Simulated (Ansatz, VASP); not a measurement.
## One calculation of WSe2, two programs

INCAR

```
PREC = Accurate
ENCUT = 520
EDIFF = 1E-7
ISMEAR = 0
SIGMA = 0.05
LREAL = F
LASPH = T
NELM = 100
ALGO = Normal
ISIF = 2
LWAVE = F
LCHARG = T
GGA = PS
LELF = T
LVHAR = T
NBANDS = 20
```

File KPOINTS:

```
Automatic mesh
0
Gamma
  12 12 2
```

File POSCAR:

```
WSe2
1.0
    3.2211988882      0.0000000000      0.0000000000
   -1.6105994441      2.7896400678      0.0000000000
    0.0000000000      0.0000000000     16.4112988180
W Se
1 2
Direct
    0.0000000000      0.0000000000      0.0000000000
    0.3333333333      0.6666666667      0.1003992715
    0.3333333333      0.6666666667      0.8996007285
```

Input for Ansatz:

```yaml
crystal:
  lattice:
    - [3.2211988882, 0.0, 0.0]
    - [-1.6105994441, 2.7896400678, 0.0]
    - [0.0, 0.0, 16.411298818]
  atoms:
    - { symbol: W, position: [0.0, 0.0, 0.0] }
    - { symbol: Se, position: [0.3333333333, 0.6666666667, 0.1003992715] }
    - { symbol: Se, position: [0.3333333333, 0.6666666667, 0.8996007285] }
basis:
  ecutwfc: 420
kpoints:
  mp_grid: { grid: [12, 12, 2] }
hamiltonian:
  xc: pbesol
scf:
  occupations: { method: gaussian, width: 0.05 }
output:
  forces: true
  stress: true
  eigenvalues: true
```

Change from the starting cell: strain -0.015 along x and y, -0.015 along z, atoms carried along.

Alike in both runs: task single point; functional PBEsol; k mesh 12 × 12 × 2; occupations gaussian, width 0.05 eV; no spin polarisation.

|  | VASP | Ansatz |
| --- | --- | --- |
| version | VASP 6.6.1 | Ansatz 0.2.0 |
| potentials or method | VASP PAW PBE potentials, release 64 (W_sv, Se), cutoff 520 eV | scalar-relativistic, plane waves, PAW |
| valence electrons in the cell | 26 | 46 |

```tsv
	VASP	Ansatz	Ansatz less VASP
gap on the k mesh at the Fermi level (eV)	1.77	1.77	-0.002
least direct gap on the mesh (eV)	1.80	1.81	+0.004
rms of the force components (eV/Å)	0.432	0.397	-0.0346
```

VASP's potentials were made for PBE, not for PBEsol. Atom by atom the forces differ by 0.035 eV/Å (rms over components). VASP's potentials hold 26 valence electrons a cell and Ansatz's 46, so a difference there can come from the potentials and not from the codes.

Spin-orbit coupling is off throughout.
